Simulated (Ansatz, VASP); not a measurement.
## One calculation of H4C, two programs

```
CELL_PARAMETERS angstrom
7.68347 0.00000 0.00000
0.00000 7.68347 0.00000
0.00000 0.00000 7.68347
ATOMIC_POSITIONS crystal
C 0.51971 0.20233 0.85507
C 0.88532 0.33275 0.48639
C 0.38391 0.69881 0.98420
C 0.13543 0.82947 0.53230
C 0.23883 0.14297 0.22652
C 0.87642 0.93636 0.94170
C 0.46477 0.50069 0.42853
C 0.94337 0.48268 0.98917
H 0.59026 0.26780 0.96013
H 0.45694 0.08533 0.90588
H 0.61156 0.16685 0.75222
H 0.42087 0.29034 0.80288
H 0.83569 0.35737 0.61806
H 0.81111 0.22666 0.42676
H 0.02352 0.29683 0.49271
H 0.87055 0.44991 0.40611
H 0.33158 0.77167 0.87346
H 0.52601 0.69484 0.97468
H 0.33194 0.56612 0.98228
H 0.34604 0.76283 0.10573
H 0.09458 0.74484 0.64001
H 0.05684 0.80119 0.41682
H 0.27343 0.80605 0.50219
H 0.11620 0.96658 0.56925
H 0.24517 0.23603 0.11890
H 0.11331 0.07608 0.22454
H 0.25398 0.21222 0.35001
H 0.34396 0.04746 0.21295
H 0.00893 0.89375 0.97210
H 0.78440 0.87064 0.02849
H 0.84657 0.90309 0.80637
H 0.86553 0.07673 0.95923
H 0.55515 0.61077 0.44073
H 0.36358 0.51187 0.52789
H 0.53633 0.37850 0.44614
H 0.40438 0.50213 0.29921
H 0.92527 0.55324 0.86695
H 0.81606 0.45990 0.04939
H 0.02421 0.56015 0.07713
H 0.00689 0.35796 0.96372
```

Alike in both runs: functional PBE; dispersion D3(BJ); k mesh 1 × 1 × 1; occupations fermi-dirac, width 0.02 eV; no spin polarisation.

Ansatz relaxed the structure, and its values are those at the end. VASP's run is a single point on that final structure, the one shown.

|  | VASP | Ansatz |
| --- | --- | --- |
| version | VASP 6.6.1 | Ansatz 0.2.0 |
| potentials or method | VASP PAW PBE potentials, release 64 (C, H), cutoff 520 eV | scalar-relativistic, plane waves, PAW |
| valence electrons in the cell | 64 | 64 |

```tsv
	VASP	Ansatz	Ansatz less VASP
rms of the force components (eV/Å)	0.048	0.052	+0.0040
```
